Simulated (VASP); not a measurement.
# GaS3 (P6_3/mmc) in VASP: further runs

The runs below take GaS3 through single point, relaxation of cell and atoms, with PBE.

Everything below comes from runs of VASP 6.6.1. Logs are shortened: lines on timing, memory, paths and dates and some standing lists are left out, and cuts for length are marked.

### Step 1. The cell of the first run

It takes space group P6_3/mmc (No. 194, hexagonal). The conventional cell has a = 7.180 Å, b = 7.180 Å, c = 3.358 Å, α = 90.00°, β = 90.00°, γ = 120.00°. Ga (site symmetry -6m2) has 6 S at 2.48 Å and 2 Ga at 3.36 Å within 3.4 Å. S (site symmetry mm2) has 2 Ga at 2.48 Å and 8 S at 2.87 to 3.36 Å within 3.4 Å.

### Step 2. Single point, PBE

Contents of INCAR:

```
PREC     = Accurate       # precision mode
ENCUT    = 520            # plane-wave cutoff, eV
EDIFF    = 1E-6           # SCF threshold, eV
ISMEAR   = 0              # smearing method
SIGMA    = 0.1            # smearing width, eV
LREAL    = False          # projectors in reciprocal space
LASPH    = True           # aspherical terms in the spheres
NELM     = 60             # most SCF steps
ALGO     = Normal         # electronic algorithm
ISIF     = 2              # what is computed and relaxed
LWAVE    = False          # write WAVECAR
LCHARG   = True           # write CHGCAR
GGA      = PE             # functional
LELF     = True           # ELF
LVHAR    = True         
NBANDS   = 41             # bands
```

Contents of KPOINTS:

```
Automatic mesh
0
Gamma
  3 3 6
```

Contents of POSCAR:

```
GaS3
1.0
    7.1799546983      0.0000000000      0.0000000000
   -3.5899773491      6.2180231668      0.0000000000
    0.0000000000      0.0000000000      3.3578415678
Ga S
2 6
Direct
    0.3333333333      0.6666666667      0.2500000000
    0.6666666667      0.3333333333      0.7500000000
    0.8131205266      0.6262410532      0.2500000000
    0.1868794734      0.8131205266      0.7500000000
    0.3737589468      0.1868794734      0.2500000000
    0.1868794734      0.3737589468      0.7500000000
    0.8131205266      0.1868794734      0.2500000000
    0.6262410532      0.8131205266      0.7500000000
```

Potentials or basis: VASP PAW PBE potentials, release 64 (Ga_d, S).

On the command line:

```
cat potpaw_PBE.64/Ga_d/POTCAR potpaw_PBE.64/S/POTCAR > POTCAR
mpirun -np 1 vasp_std > vasp.out
```

OUTCAR:

```text
PREC = Accurate
   ENCUT = 520
   EDIFF = 1E-6
   ISMEAR = 0
   LREAL = False
   LASPH = True
   NELM = 60
   ISIF = 2
   GGA = PE

 ion  position               nearest neighbor table
   1  0.333  0.667  0.250-   4 2.48   4 2.48   8 2.48   8 2.48   6 2.48   6 2.48
   2  0.667  0.333  0.750-   7 2.48   7 2.48   5 2.48   5 2.48   3 2.48   3 2.48
   3  0.813  0.626  0.250-   2 2.48   2 2.48
   4  0.187  0.813  0.750-   1 2.48   1 2.48
   5  0.374  0.187  0.250-   2 2.48   2 2.48
   6  0.187  0.374  0.750-   1 2.48   1 2.48
   7  0.813  0.187  0.250-   2 2.48   2 2.48
   8  0.626  0.813  0.750-   1 2.48   1 2.48

  LATTYP: Found a hexagonal cell.
 ALAT       =     7.1799546983
 C/A-ratio  =     0.4676689072

  Lattice vectors:

 A1 = (   7.1799546983,   0.0000000000,   0.0000000000)
 A2 = (  -3.5899773491,   6.2180231668,   0.0000000000)
 A3 = (   0.0000000000,   0.0000000000,   3.3578415678)

Analysis of symmetry for initial positions (statically):
=====================================================================
 Subroutine PRICEL returns:
 Original cell was already a primitive cell.

 Routine SETGRP: Setting up the symmetry group for a
 hexagonal supercell.

 Subroutine GETGRP returns: Found 24 space group operations
 (whereof 12 operations were pure point group operations)
 out of a pool of 24 trial point group operations.

The static configuration has the point symmetry D_3d.
 The point group associated with its full space group is D_6h.

Analysis of symmetry for dynamics (positions and initial velocities):
=====================================================================
 Subroutine PRICEL returns:
 Original cell was already a primitive cell.

 Routine SETGRP: Setting up the symmetry group for a
 hexagonal supercell.

 Subroutine GETGRP returns: Found 24 space group operations
 (whereof 12 operations were pure point group operations)
 out of a pool of 24 trial point group operations.

The dynamic configuration has the point symmetry D_3d.
 The point group associated with its full space group is D_6h.

 Subroutine INISYM returns: Found 24 space group operations
 (whereof 12 operations are pure point group operations),
 and found     1 'primitive' translations

----------------------------------------------------------------------------------------

                                     Primitive cell

  volume of cell :     149.9113

  direct lattice vectors                    reciprocal lattice vectors
     7.179954698  0.000000000  0.000000000     0.139276645  0.080411408  0.000000000
    -3.589977349  6.218023167  0.000000000     0.000000000  0.160822817  0.000000000
     0.000000000  0.000000000  3.357841568     0.000000000  0.000000000  0.297810358

  length of vectors
     7.179954698  7.179954698  3.357841568     0.160822817  0.160822817  0.297810358

  position of ions in fractional coordinates (direct lattice)
     0.333333333  0.666666667  0.250000000
     0.666666667  0.333333333  0.750000000
     0.813120527  0.626241053  0.250000000
     0.186879473  0.813120527  0.750000000
     0.373758947  0.186879473  0.250000000
     0.186879473  0.373758947  0.750000000
     0.813120527  0.186879473  0.250000000
     0.626241053  0.813120527  0.750000000

  ion indices of the primitive-cell ions
   primitive index   ion index
                 1           1
                 2           2
                 3           3
                 4           4
                 5           5
                 6           6
                 7           7
                 8           8

----------------------------------------------------------------------------------------

 KPOINTS: Automatic mesh

Automatic generation of k-mesh.
 Grid dimensions read from file:
 generate k-points for:    3    3    6

 Generating k-lattice:

  Cartesian coordinates                     Fractional coordinates (reciprocal lattice)
     0.046425548  0.026803803  0.000000000     0.333333333 -0.000000000  0.000000000
     0.000000000  0.053607606  0.000000000     0.000000000  0.333333333  0.000000000
     0.000000000  0.000000000  0.049635060     0.000000000  0.000000000  0.166666667

  Length of vectors
     0.053607606  0.053607606  0.049635060

  Shift w.r.t. Gamma in fractional coordinates (k-lattice)
     0.000000000  0.000000000  0.000000000

 Subroutine IBZKPT returns following result:
 ===========================================

 Found     12 irreducible k-points:

 Following reciprocal coordinates:
            Coordinates               Weight
  0.000000  0.000000  0.000000      1.000000
  0.333333  0.000000  0.000000      6.000000
  0.333333  0.333333  0.000000      2.000000
  0.000000  0.000000  0.166667      2.000000
  0.333333  0.000000  0.166667     12.000000
  0.333333  0.333333  0.166667      4.000000
  0.000000  0.000000  0.333333      2.000000
  0.333333  0.000000  0.333333     12.000000
  0.333333  0.333333  0.333333      4.000000
  0.000000  0.000000  0.500000      1.000000
  0.333333  0.000000  0.500000      6.000000
  0.333333  0.333333  0.500000      2.000000
   k-points           NKPTS =     12   k-points in BZ     NKDIM =     12   number of bands    NBANDS=     41
   number of dos      NEDOS =    301   number of ions     NIONS =      8
   total plane-waves  NPLWV =  81648
   dimension x,y,z NGX =    54 NGY =   54 NGZ =   28
   dimension x,y,z NGXF=   108 NGYF=  108 NGZF=   56
   ions per type =               2   6
   NGX,Y,Z   is equivalent  to a cutoff of  12.50, 12.50, 13.86 a.u.
   NGXF,Y,Z  is equivalent  to a cutoff of  25.01, 25.01, 27.73 a.u.
 SYSTEM =  unknown system
   PREC   = accura    normal or accurate (medium, high low for compatibility)
   ISTART =      0    job   : 0-new  1-cont  2-samecut
   ICHARG =      2    charge: 1-file 2-atom 10-const
   ISPIN  =      1    spin polarized calculation?
   LNONCOLLINEAR =      F non collinear calculations
   LSORBIT =      F    spin-orbit coupling
   LASPH  =      T    aspherical Exc in radial PAW
   ENCUT  =  520.0 eV  38.22 Ry    6.18 a.u.  13.35 13.35  6.24*2*pi/ulx,y,z
   NELM   =     60;   NELMIN=  2; NELMDL= -5     # of ELM steps
   EDIFF  = 0.1E-05   stopping-criterion for ELM
   LREAL  =      F    real-space projection
   EDIFFG = 0.1E-04   stopping-criterion for IOM
   NSW    =      0    number of steps for IOM
   IBRION =     -1    ionic relax: 0-MD 1-quasi-New 2-CG
   NFREE  =      0    steps in history (QN), initial steepest desc. (CG)
   ISIF   =      2    stress and relaxation
   ISYM   =      2    0-nonsym 1-usesym 2-fastsym
   POTIM  = 0.5000    time-step for ionic-motion
   TEBEG  =    0.0;   TEEND  =   0.0 temperature during run
   PSTRESS=    0.0 pullay stress
   NELECT =      62.0000    total number of electrons
   NUPDOWN=      -1.0000    fix difference up-down
   EMIN   =  10.00;   EMAX   =-10.00  energy-range for DOS
   EFERMI =   0.00;   METHOD = LEGACY
   ISMEAR =     0;   SIGMA  =   0.10  broadening in eV -4-tet -1-fermi 0-gaus
   EFERMI_NEDOS =   21; number of points for ismear=-14 and -15
   IALGO  =     38    algorithm
   IMIX   =      4    mixing-type and parameters
     AMIX     =   0.40;   BMIX     =  1.00
     AMIX_MAG =   1.60;   BMIX_MAG =  1.00
  volume/ion in A,a.u.               =      18.74       126.46
  Fermi-wavevector in a.u.,A,eV,Ry     =   1.219721  2.304939 20.241664  1.487720
  Thomas-Fermi vector in A             =   2.354964
   LORBIT       =      0    0 simple, 1 ext, 2 COOP (PROOUT), +10 PAW based schemes
   GGA     = PE    functional components
   LHFCALC =     F    Hartree Fock is set to
   AEXX    =    0.0000 exact exchange contribution
   IVDW    =     0    specifies the selected vdW correction
   LEPSILON=     F    determine dielectric tensor
   LRPA    =     F    only Hartree local field effects (RPA)
 non-spin polarized calculation
 Gauss-broadening in eV      SIGMA  =   0.10
  energy-cutoff  :      520.00
  volume of cell :      149.91
 maximum number of plane-waves:      4068
 NGX is ok and might be reduce to    54
   NGX = 27   NGY = 27   NGZ = 13

 number of electron      61.9999986 magnetization

 Free energy of the ion-electron system (eV)
  ---------------------------------------------------
  ext. energy  EPLUGINS =         0.00000000
  ---------------------------------------------------
  free energy    TOTEN  =       -28.10062711 eV

  energy without entropy =      -28.06324513  energy(sigma->0) =      -28.08193612

 E-fermi :   5.0564     XC(G=0): -10.2516

 val. band max:        5.0400245156   @ k =   0.3333   0.3333   0.0000
 cond. band min:       5.0647457440   @ k =   0.3333   0.0000   0.1667
 fundamental gap:      0.0247212284
 Fermi energy:         5.0564231332

 k-point     1 :       0.0000    0.0000    0.0000
  band No.  band energies     occupation
      1      -9.9957      2.00000
      2      -9.6060      2.00000
      3      -9.6060      2.00000
      4      -9.6027      2.00000
      5      -9.5327      2.00000
      6      -9.5327      2.00000
[... 33 lines left out ...]
     40      11.0080      0.00000
     41      11.1954      0.00000

 k-point     2 :       0.3333    0.0000    0.0000
  band No.  band energies     occupation
      1      -9.8088      2.00000
      2      -9.6326      2.00000
      3      -9.6066      2.00000
      4      -9.5893      2.00000
      5      -9.5410      2.00000
      6      -9.5312      2.00000
[... 33 lines left out ...]
     40      10.9907      0.00000
     41      11.4781      0.00000

 k-point     3 :       0.3333    0.3333    0.0000
  band No.  band energies     occupation
      1      -9.6614      2.00000
      2      -9.6614      2.00000
      3      -9.6449      2.00000
      4      -9.5608      2.00000
      5      -9.5608      2.00000
      6      -9.5294      2.00000
[... 347 lines left out ...]
      2      -9.7040      2.00000
      3      -9.7006      2.00000
      4      -9.7006      2.00000
      5      -9.4996      2.00000
      6      -9.4996      2.00000
[... 33 lines left out ...]
     40      10.3538      0.00000
     41      12.4098      0.00000

 k-point    12 :       0.3333    0.3333    0.5000
  band No.  band energies     occupation
      1      -9.7044      2.00000
      2      -9.7044      2.00000
      3      -9.7013      2.00000
      4      -9.7013      2.00000
      5      -9.4997      2.00000
      6      -9.4997      2.00000
[... 33 lines left out ...]
     40      10.8925      0.00000
     41      13.2714      0.00000

------------------------ aborting loop because EDIFF is reached ----------------------------------------

  FORCE on cell =-STRESS in cart. coord.  units (eV):
  Direction    XX          YY          ZZ          XY          YZ          ZX
  --------------------------------------------------------------------------------------
  -------------------------------------------------------------------------------------
  Total        0.0395595      0.0395595     -0.0373987      0.0000000      0.0000000      0.0000000
  in kB        0.4227918      0.4227918     -0.3996990      0.0000000      0.0000000      0.0000000
  external PRESSURE =       0.1486282 kB  Pullay stress =       0.0000000 kB

 VOLUME and BASIS-vectors are now :
 -----------------------------------------------------------------------------
  energy-cutoff  :      520.00
  volume of cell :      149.91
      direct lattice vectors                 reciprocal lattice vectors
     7.179954698  0.000000000  0.000000000     0.139276645  0.080411408  0.000000000
    -3.589977349  6.218023167  0.000000000     0.000000000  0.160822817  0.000000000
     0.000000000  0.000000000  3.357841568     0.000000000  0.000000000  0.297810358

 POSITION                                       TOTAL-FORCE (eV/Angst)
 -----------------------------------------------------------------------------------
     -0.00000      4.14535      0.83946         0.000000     -0.000000      0.000000
      3.58998      2.07267      2.51838         0.000000      0.000000      0.000000
      3.58998      3.89398      0.83946         0.000000      0.027519     -0.000000
     -1.57730      5.05600      2.51838        -0.023832      0.013760      0.000000
      2.01268      1.16202      0.83946        -0.023832     -0.013760      0.000000
      0.00000      2.32404      2.51838        -0.000000     -0.027519      0.000000
      5.16728      1.16202      0.83946         0.023832     -0.013760     -0.000000
      1.57730      5.05600      2.51838         0.023832      0.013760     -0.000000
 -----------------------------------------------------------------------------------
    total drift:                                0.000000     -0.000000      0.000000

  FREE ENERGIE OF THE ION-ELECTRON SYSTEM (eV)
  ---------------------------------------------------
  free  energy   TOTEN  =       -28.1006271134 eV

  energy  without entropy=      -28.0632451310  energy(sigma->0) =      -28.08193612
```

Run time: 2.5 min. Hardware: 1 thread of Intel Xeon 8259CL, shared host; peak memory 0.29 GiB.

Results:

| Property | Result |
| --- | --- |
| Free energy | -28.1006 eV |
| Pressure | 0.0 GPa |
| Largest force | 0.028 eV/Å |
| Band gap on the k mesh | zero (bands 31 and 32 overlap by 0.91 eV) |

Forces on the atoms (eV/Å):
```
Ga   0.000  0.000  0.000
Ga   0.000  0.000  0.000
S    0.000  0.028  0.000
S   -0.024  0.014  0.000
S   -0.024 -0.014  0.000
S    0.000 -0.028  0.000
S    0.024 -0.014  0.000
S    0.024  0.014  0.000
```

### Step 3. Relaxation of cell and atoms, PBE

This run uses another cell than the first one, of 20.47 Å³/atom.

Contents of INCAR:

```
SYSTEM = GaS3
ALGO = Normal
EDIFF = 1E-7
EDIFFG = -0.04
ENCUT = 600
GGA = PE
IBRION = 2
ISIF = 3
ISMEAR = 0
LASPH = .True.
LCHARG = .False.
LREAL = .False.
LWAVE = .False.
NELM = 60
NSW = 90
PREC = Accurate
SIGMA = 0.1
```

Contents of KPOINTS:

```
k-points
0
Gamma
  3 3 4
  0 0 0
```

Contents of POSCAR:

```
GaS3
1.0
    6.1757641417      0.0000000000      0.0000000000
   -3.0878820708      5.3483686345      0.0000000000
    0.0000000000      0.0000000000      4.9570035966
Ga S
2 6
Direct
    0.3333333333      0.6666666667      0.2500000000
    0.6666666667      0.3333333333      0.7500000000
    0.8330000000      0.6660000000      0.2500000000
    0.1670000000      0.8330000000      0.7500000000
    0.3340000000      0.1670000000      0.2500000000
    0.1670000000      0.3340000000      0.7500000000
    0.8330000000      0.1670000000      0.2500000000
    0.6660000000      0.8330000000      0.7500000000
```

Potentials or basis: VASP PAW PBE potentials, release 64 (Ga_d, S).

On the command line:

```
cat potpaw_PBE.64/Ga_d/POTCAR potpaw_PBE.64/S/POTCAR > POTCAR
mpirun -np 1 vasp_std > vasp.out
```

Wall time 45 min (1 thread of Intel Xeon 8259CL, shared host); peak memory 0.35 GiB.

It converged, with:

```
Free energy                           : -28.0337 eV
Relaxed volume                        : 18.93 Å³/atom
Relaxed cell                          : a = 7.243 Å, b = 7.243 Å, c = 3.334 Å, α = 90.00°, β = 90.00°, γ = 120.00°
Space group after relaxing (to 0.1 Å) : P6_3/mmc (No. 194)
Pressure after relaxing               : -0.2 GPa
Largest force after relaxing          : 0.020 eV/Å
Band gap on the k mesh                : zero (bands 31 and 32 overlap by 0.95 eV)
```

Forces on the atoms (eV/Å):
```
Ga   0.000  0.000  0.000
Ga   0.000  0.000  0.000
S    0.000  0.020  0.000
S   -0.017  0.010  0.000
S   -0.017 -0.010  0.000
S    0.000 -0.020  0.000
S    0.017 -0.010  0.000
S    0.017  0.010  0.000
```

Final structure:
```cif
data_structure
_symmetry_space_group_name_H-M 'P 1'
_symmetry_Int_Tables_number 1
_cell_length_a 7.2428
_cell_length_b 7.2428
_cell_length_c 3.3341
_cell_angle_alpha 90.000
_cell_angle_beta 90.000
_cell_angle_gamma 120.000
_cell_volume 151.47
loop_
_atom_site_label
_atom_site_type_symbol
_atom_site_fract_x
_atom_site_fract_y
_atom_site_fract_z
_atom_site_occupancy
Ga1 Ga 0.33333 0.66667 0.25000 1
Ga2 Ga 0.66667 0.33333 0.75000 1
S1 S 0.81231 0.62462 0.25000 1
S2 S 0.18769 0.81231 0.75000 1
S3 S 0.37538 0.18769 0.25000 1
S4 S 0.18769 0.37538 0.75000 1
S5 S 0.81231 0.18769 0.25000 1
S6 S 0.62462 0.81231 0.75000 1
```

Levels at points of the mesh, in eV from the Fermi level:
```
           k point  band 28  band 29  band 30  band 31  band 32  band 33  band 34  band 35
(0.00, 0.00, 0.00)    -0.96    -0.67     0.11     0.11     0.46     0.46     2.00     2.19
(0.00, 0.00, 0.50)    -0.93    -0.93    -0.93    -0.40    -0.40    -0.40    -0.40     2.16
```

Caveat: the k points lie up to 0.47 Å⁻¹ apart in the final cell, too coarse for converged energies and pressures of a metal; a cell axis changed by over 15 % at a fixed basis, so the end point is rough.

### Step 4. Single point, PBE

This run uses another cell than the first one, of 18.51 Å³/atom.

Contents of INCAR:

```
PREC     = Accurate       # precision mode
ENCUT    = 520            # plane-wave cutoff, eV
EDIFF    = 1E-7           # SCF threshold, eV
ISMEAR   = 0              # smearing method
SIGMA    = 0.1            # smearing width, eV
LREAL    = F              # projectors in reciprocal space
LASPH    = T              # aspherical terms in the spheres
NELM     = 100            # most SCF steps
ALGO     = Normal         # electronic algorithm
ISIF     = 2              # what is computed and relaxed
LWAVE    = F              # write WAVECAR
LCHARG   = F              # write CHGCAR
GGA      = PE             # functional
NBANDS   = 41             # bands
```

Contents of KPOINTS:

```
Automatic mesh
0
Gamma
  6 6 12
```

Contents of POSCAR:

```
GaS3
1.0
    7.1332697096      0.0000000000      0.0000000000
   -3.5666348548      6.1775927805      0.0000000000
    0.0000000000      0.0000000000      3.3595229428
Ga S
2 6
Direct
    0.3333333333      0.6666666667      0.2500000000
    0.6666666667      0.3333333333      0.7500000000
    0.8155338041      0.6310676081      0.2500000000
    0.1844661959      0.8155338041      0.7500000000
    0.3689323919      0.1844661959      0.2500000000
    0.1844661959      0.3689323919      0.7500000000
    0.8155338041      0.1844661959      0.2500000000
    0.6310676081      0.8155338041      0.7500000000
```

On the command line:

```
cat potpaw_PBE.64/Ga_d/POTCAR potpaw_PBE.64/S/POTCAR > POTCAR
mpirun -np 1 vasp_std > vasp.out
```

Wall time 7.9 min (1 thread of Intel Xeon 8259CL, shared host); peak memory 0.4 GiB.

It converged, with:

- Free energy: -28.1066 eV
- Pressure: 0.0 GPa
- Largest force: 0.007 eV/Å
- Band gap on the k mesh: zero (bands 31 and 32 overlap by 1.31 eV)

Forces in eV/Å, atoms in the order of the input:
```
Ga   0.000  0.000  0.000
Ga   0.000  0.000  0.000
S    0.000  0.007  0.000
S   -0.006  0.004  0.000
S   -0.006 -0.004  0.000
S    0.000 -0.007  0.000
S    0.006 -0.004  0.000
S    0.006  0.004  0.000
```

Levels at points of the mesh, in eV from the Fermi level:
| k point | band 28 | band 29 | band 30 | band 31 | band 32 | band 33 | band 34 | band 35 |
| --- | --- | --- | --- | --- | --- | --- | --- | --- |
| (0.00, 0.00, 0.00) | -1.26 | -0.65 | -0.02 | -0.02 | 0.41 | 0.41 | 1.75 | 2.25 |
| (0.50, 0.00, 0.00) | -0.99 | -0.43 | -0.19 | 0.12 | 0.48 | 0.80 | 1.38 | 2.68 |
| (0.00, 0.00, 0.50) | -0.93 | -0.93 | -0.93 | -0.37 | -0.37 | -0.37 | -0.37 | 2.15 |
| (0.50, 0.00, 0.50) | -2.00 | -1.43 | -1.43 | -0.85 | -0.85 | 0.32 | 0.32 | 2.49 |

[end of part 1 of 2]
